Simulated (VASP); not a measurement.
# ZrF (P4_2/mmc) in VASP: relaxation of cell and atoms with PBE

Aim: the relaxation of cell and atoms of ZrF with PBE.

Everything below comes from runs of VASP 6.6.1. Logs are shortened: lines on timing, memory, paths and dates and some standing lists are left out, and cuts for length are marked.

### Step 1. The cell of the first run

The structure is tetragonal, space group P4_2/mmc (No. 131). Conventional cell: a = 3.784 Å, b = 3.784 Å, c = 4.610 Å, α = 90.00°, β = 90.00°, γ = 90.00°. Within 2.9 Å of Zr (site symmetry mmm) lie 4 F at 2.22 Å. Within 2.9 Å of F (site symmetry -4m2) lie 4 Zr at 2.22 Å and 2 F at 2.30 Å.

### Step 2. Relaxation of cell and atoms, PBE

Contents of INCAR:

```
PREC     = Accurate       # precision mode
ENCUT    = 600            # plane-wave cutoff, eV
EDIFF    = 1E-6           # SCF threshold, eV
ISMEAR   = 0              # smearing method
SIGMA    = 0.1            # smearing width, eV
LREAL    = False          # projectors in reciprocal space
LASPH    = True           # aspherical terms in the spheres
NELM     = 60             # most SCF steps
ALGO     = Normal         # electronic algorithm
ISIF     = 3              # what is computed and relaxed
LWAVE    = False          # write WAVECAR
LCHARG   = False          # write CHGCAR
GGA      = PE             # functional
IBRION   = 2              # ionic algorithm
NSW      = 100            # ionic steps
EDIFFG   = -0.01          # ionic threshold
```

Contents of KPOINTS:

```
regular mesh
0
Gamma
  12 12 10
```

Contents of POSCAR:

```
ZrF
1.0
    3.7837572379      0.0000000000      0.0000000000
    0.0000000000      3.7837572379      0.0000000000
    0.0000000000      0.0000000000      4.6099549770
Zr F
2 2
Direct
    0.0000000000      0.5000000000      0.0000000000
    0.5000000000      0.0000000000      0.5000000000
    0.5000000000      0.5000000000      0.2500000000
    0.5000000000      0.5000000000      0.7500000000
```

Potentials or basis: VASP PAW PBE potentials, release 64 (Zr_sv, F).

Run with:

```
> cat potpaw_PBE.64/Zr_sv/POTCAR potpaw_PBE.64/F/POTCAR > POTCAR
> mpirun -np 1 vasp_std > vasp.out
```

OUTCAR:

```text
PREC = Accurate
   ENCUT = 600
   EDIFF = 1E-6
   ISMEAR = 0
   LREAL = False
   LASPH = True
   NELM = 60
   ISIF = 3
   GGA = PE
   IBRION = 2
   NSW = 100
   EDIFFG = -0.01

 ion  position               nearest neighbor table
   1  0.000  0.500  0.000-   3 2.22   4 2.22   3 2.22   4 2.22   2 3.53   2 3.53   2 3.53   2 3.53
                             2 3.53   2 3.53   2 3.53   2 3.53
   2  0.500  0.000  0.500-   3 2.22   4 2.22   3 2.22   4 2.22   1 3.53   1 3.53   1 3.53   1 3.53
                             1 3.53   1 3.53   1 3.53   1 3.53
   3  0.500  0.500  0.250-   1 2.22   2 2.22   2 2.22   1 2.22
   4  0.500  0.500  0.750-   1 2.22   2 2.22   2 2.22   1 2.22

  LATTYP: Found a simple tetragonal cell.
 ALAT       =     3.7837572379
 C/A-ratio  =     1.2183537915

  Lattice vectors:

 A1 = (   3.7837572379,   0.0000000000,   0.0000000000)
 A2 = (   0.0000000000,   3.7837572379,   0.0000000000)
 A3 = (   0.0000000000,   0.0000000000,   4.6099549770)

Analysis of symmetry for initial positions (statically):
=====================================================================
 Subroutine PRICEL returns:
 Original cell was already a primitive cell.

 Routine SETGRP: Setting up the symmetry group for a
 simple tetragonal supercell.

 Subroutine GETGRP returns: Found 16 space group operations
 (whereof  8 operations were pure point group operations)
 out of a pool of 16 trial point group operations.

The static configuration has the point symmetry D_2h.
 The point group associated with its full space group is D_4h.

Analysis of symmetry for dynamics (positions and initial velocities):
=====================================================================
 Subroutine PRICEL returns:
 Original cell was already a primitive cell.

 Routine SETGRP: Setting up the symmetry group for a
 simple tetragonal supercell.

 Subroutine GETGRP returns: Found 16 space group operations
 (whereof  8 operations were pure point group operations)
 out of a pool of 16 trial point group operations.

The dynamic configuration has the point symmetry D_2h.
 The point group associated with its full space group is D_4h.

 Subroutine INISYM returns: Found 16 space group operations
 (whereof  8 operations are pure point group operations),
 and found     1 'primitive' translations

----------------------------------------------------------------------------------------

                                     Primitive cell

  volume of cell :      65.9999

  direct lattice vectors                    reciprocal lattice vectors
     3.783757238  0.000000000  0.000000000     0.264287568  0.000000000  0.000000000
     0.000000000  3.783757238  0.000000000     0.000000000  0.264287568  0.000000000
     0.000000000  0.000000000  4.609954977     0.000000000  0.000000000  0.216921858

  length of vectors
     3.783757238  3.783757238  4.609954977     0.264287568  0.264287568  0.216921858

  position of ions in fractional coordinates (direct lattice)
     0.000000000  0.500000000  0.000000000
     0.500000000  0.000000000  0.500000000
     0.500000000  0.500000000  0.250000000
     0.500000000  0.500000000  0.750000000

  ion indices of the primitive-cell ions
   primitive index   ion index
                 1           1
                 2           2
                 3           3
                 4           4

----------------------------------------------------------------------------------------

 KPOINTS: regular mesh

Automatic generation of k-mesh.
 Grid dimensions read from file:
 generate k-points for:   12   12   10

[... 66 lines left out ...]
   NSW    =    100    number of steps for IOM
   IBRION =      2    ionic relax: 0-MD 1-quasi-New 2-CG
   NFREE  =      1    steps in history (QN), initial steepest desc. (CG)
   ISIF   =      3    stress and relaxation
   ISYM   =      2    0-nonsym 1-usesym 2-fastsym
   POTIM  = 0.5000    time-step for ionic-motion
   TEBEG  =    0.0;   TEEND  =   0.0 temperature during run
   PSTRESS=    0.0 pullay stress
   NELECT =      38.0000    total number of electrons
   NUPDOWN=      -1.0000    fix difference up-down
   EMIN   =  10.00;   EMAX   =-10.00  energy-range for DOS
   EFERMI =   0.00;   METHOD = LEGACY
   ISMEAR =     0;   SIGMA  =   0.10  broadening in eV -4-tet -1-fermi 0-gaus
   EFERMI_NEDOS =   21; number of points for ismear=-14 and -15
   IALGO  =     38    algorithm
   IMIX   =      4    mixing-type and parameters
     AMIX     =   0.40;   BMIX     =  1.00
     AMIX_MAG =   1.60;   BMIX_MAG =  1.00
  volume/ion in A,a.u.               =      16.50       111.35
  Fermi-wavevector in a.u.,A,eV,Ry     =   1.361931  2.573676 25.236832  1.854855
  Thomas-Fermi vector in A             =   2.488464
   LORBIT       =      0    0 simple, 1 ext, 2 COOP (PROOUT), +10 PAW based schemes
   GGA     = PE    functional components
   LHFCALC =     F    Hartree Fock is set to
   AEXX    =    0.0000 exact exchange contribution
   IVDW    =     0    specifies the selected vdW correction
   LEPSILON=     F    determine dielectric tensor
   LRPA    =     F    only Hartree local field effects (RPA)
 conjugate gradient relaxation of ions
 non-spin polarized calculation
 Gauss-broadening in eV      SIGMA  =   0.10
  energy-cutoff  :      600.00
  volume of cell :       66.00
 maximum number of plane-waves:      2230
   NGX = 15   NGY = 15   NGZ = 19

--------------------------------------- Ionic step        1  -------------------------------------------

 number of electron      38.0000017 magnetization

 Free energy of the ion-electron system (eV)
  ---------------------------------------------------
  ext. energy  EPLUGINS =         0.00000000
  ---------------------------------------------------
  free energy    TOTEN  =       -27.94271132 eV

  energy without entropy =      -27.92350677  energy(sigma->0) =      -27.93310904

------------------------ aborting loop because EDIFF is reached ----------------------------------------

  FORCE on cell =-STRESS in cart. coord.  units (eV):
  Direction    XX          YY          ZZ          XY          YZ          ZX
  --------------------------------------------------------------------------------------
  -------------------------------------------------------------------------------------
  Total        0.0180998      0.0180998      0.0779259      0.0000000      0.0000000      0.0000000
  in kB        0.4393806      0.4393806      1.8916856      0.0000000      0.0000000      0.0000000
  external PRESSURE =       0.9234823 kB  Pullay stress =       0.0000000 kB

 VOLUME and BASIS-vectors are now :
 -----------------------------------------------------------------------------
  energy-cutoff  :      600.00
  volume of cell :       66.00
      direct lattice vectors                 reciprocal lattice vectors
     3.783757238  0.000000000  0.000000000     0.264287568  0.000000000  0.000000000
     0.000000000  3.783757238  0.000000000     0.000000000  0.264287568  0.000000000
     0.000000000  0.000000000  4.609954977     0.000000000  0.000000000  0.216921858

 POSITION                                       TOTAL-FORCE (eV/Angst)
 -----------------------------------------------------------------------------------
      0.00000      1.89188      0.00000         0.000000      0.000000      0.000000
      1.89188      0.00000      2.30498         0.000000      0.000000      0.000000
      1.89188      1.89188      1.15249         0.000000      0.000000      0.000000
      1.89188      1.89188      3.45747         0.000000      0.000000      0.000000
 -----------------------------------------------------------------------------------
    total drift:                                0.000000      0.000000      0.000000

  FREE ENERGIE OF THE ION-ELECTRON SYSTEM (eV)
  ---------------------------------------------------
  free  energy   TOTEN  =       -27.9427113179 eV

  energy  without entropy=      -27.9235067705  energy(sigma->0) =      -27.93310904

--------------------------------------- Ionic step        2  -------------------------------------------

 number of electron      38.0000018 magnetization

 Free energy of the ion-electron system (eV)
  ---------------------------------------------------
  ext. energy  EPLUGINS =         0.00000000
  ---------------------------------------------------
  free energy    TOTEN  =       -27.94274621 eV

  energy without entropy =      -27.92349006  energy(sigma->0) =      -27.93311814

 E-fermi :   8.0641     XC(G=0): -10.7425

 val. band max:        8.0635535121   @ k =   0.5000   0.4167   0.2000
 cond. band min:       8.0681991599   @ k =   0.3333   0.1667   0.1000
 fundamental gap:      0.0046456479
 Fermi energy:         8.0640511210

 k-point     1 :       0.0000    0.0000    0.0000
  band No.  band energies     occupation
      1     -42.0345      2.00000
      2     -41.9638      2.00000
      3     -21.1501      2.00000
      4     -20.3250      2.00000
      5     -20.3250      2.00000
      6     -19.9993      2.00000
[... 613 lines left out ...]
     22       9.9412      0.00000
     23      10.3051      0.00000

 [... further k-points ...]

------------------------ aborting loop because EDIFF is reached ----------------------------------------

  FORCE on cell =-STRESS in cart. coord.  units (eV):
  Direction    XX          YY          ZZ          XY          YZ          ZX
  --------------------------------------------------------------------------------------
  -------------------------------------------------------------------------------------
  Total       -0.0309356     -0.0309356      0.0124076      0.0000000      0.0000000      0.0000000
  in kB       -0.7499422     -0.7499422      0.3007853      0.0000000      0.0000000      0.0000000
  external PRESSURE =      -0.3996997 kB  Pullay stress =       0.0000000 kB

 VOLUME and BASIS-vectors are now :
 -----------------------------------------------------------------------------
  energy-cutoff  :      600.00
  volume of cell :       66.09
      direct lattice vectors                 reciprocal lattice vectors
     3.784583215  0.000000000  0.000000000     0.264229888  0.000000000  0.000000000
     0.000000000  3.784583215  0.000000000     0.000000000  0.264229888  0.000000000
     0.000000000  0.000000000  4.614287586     0.000000000  0.000000000  0.216718178

 POSITION                                       TOTAL-FORCE (eV/Angst)
 -----------------------------------------------------------------------------------
      0.00000      1.89229      0.00000         0.000000      0.000000     -0.000000
      1.89229      0.00000      2.30714         0.000000      0.000000     -0.000000
      1.89229      1.89229      1.15357         0.000000      0.000000     -0.000000
      1.89229      1.89229      3.46072         0.000000      0.000000      0.000000
 -----------------------------------------------------------------------------------
    total drift:                                0.000000      0.000000      0.000000

  FREE ENERGIE OF THE ION-ELECTRON SYSTEM (eV)
  ---------------------------------------------------
  free  energy   TOTEN  =       -27.9427462066 eV

  energy  without entropy=      -27.9234900642  energy(sigma->0) =      -27.93311814

 reached required accuracy - stopping structural energy minimisation
```

It took 5.9 min on 1 thread of Oxide Virtual Turin-like, shared host; peak memory 0.35 GiB.

What came out:

```yaml
Free_energy: -27.9427 eV
Relaxed_volume: 16.52 Å³/atom
Relaxed_cell: a = 3.785 Å, b = 3.785 Å, c = 4.614 Å, α = 90.00°, β = 90.00°, γ = 90.00°
Space_group_after_relaxing_to_0.1_Å: P4_2/mmc (No. 131)
Energy_gained_by_relaxing: 0.0 meV/atom
Ionic_steps: 2
Pressure_after_relaxing: 0.0 GPa
Band_gap_on_the_k_mesh: zero (bands 19 and 20 overlap by 1.73 eV)
```

Final structure:
```xyz
4
Lattice="3.7846 0.0000 0.0000 0.0000 3.7846 0.0000 0.0000 0.0000 4.6143" Properties=species:S:1:pos:R:3 pbc="T T T"
Zr    0.0000    1.8923    0.0000
Zr    1.8923    0.0000    2.3071
F     1.8923    1.8923    1.1536
F     1.8923    1.8923    3.4607
```
